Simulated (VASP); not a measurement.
**B4F: single point with PBE**

B4F:

```
CELL_PARAMETERS angstrom
2.08142 -1.52173 -0.00370
2.08142 1.52173 -0.00370
-0.56597 0.00000 6.28186
ATOMIC_POSITIONS crystal
B 0.96479 0.96479 0.75376
B 0.51910 0.51910 0.63568
B 0.48090 0.48090 0.36432
B 0.03521 0.03521 0.24624
F 0.00000 0.00000 0.00000
```

* Program: VASP 6.6.1
* Task: single point
* Functional: PBE
* Potentials or basis: VASP PAW PBE potentials, release 64 (B, F)
* Cutoff: 520 eV
* k mesh: 8 × 8 × 4
* Occupations: gaussian, width 0.1 eV
* Spin: no spin polarisation

- Pressure: 0.1 GPa
- Largest force: 0.044 eV/Å

Forces in eV/Å, atoms in the order of the input:
```
B   -0.002  0.000 -0.044
B    0.007  0.000  0.010
B   -0.007  0.000 -0.010
B    0.002  0.000  0.044
F    0.000  0.000  0.000
```

Stress tensor (GPa, compression positive):
```
 0.04  0.00  0.07
 0.00 -0.22  0.00
 0.07  0.00  0.60
```

Levels at points of the mesh, in eV from the Fermi level:
```csv
k point,band 5,band 6,band 7,band 8,band 9,band 10,band 11,band 12,band 13,band 14
"(0.00, 0.00, 0.00)",-6.37,-6.04,-4.96,0.76,1.48,4.83,5.14,5.41,5.75,9.08
"(0.50, 0.00, 0.00)",-7.27,-6.95,-6.25,-5.22,-1.78,2.43,2.76,3.95,7.22,8.06
"(0.50, 0.50, 0.00)",-6.20,-5.75,-4.92,-3.37,-2.95,-2.25,-0.78,3.63,5.50,5.75
"(0.00, 0.00, 0.50)",-6.37,-6.04,-3.21,0.42,1.81,1.92,4.71,6.23,8.28,8.60
"(0.50, 0.00, 0.50)",-7.60,-6.30,-6.09,-5.25,-2.59,2.72,3.47,4.95,5.81,7.66
"(0.50, 0.50, 0.50)",-6.63,-5.78,-4.14,-3.94,-3.52,-1.55,-0.15,4.00,4.13,5.17
```

Run time: 36 s on 1 thread of Intel(R) Xeon(R) Platinum 8259CL CPU @ 2.50GHz (Skylake/Cascade Lake) (shared host), peak memory 0.17 GiB.

Caveat: an odd number of electrons without spin polarisation forces a metal; a magnetic or distorted state may lie lower.
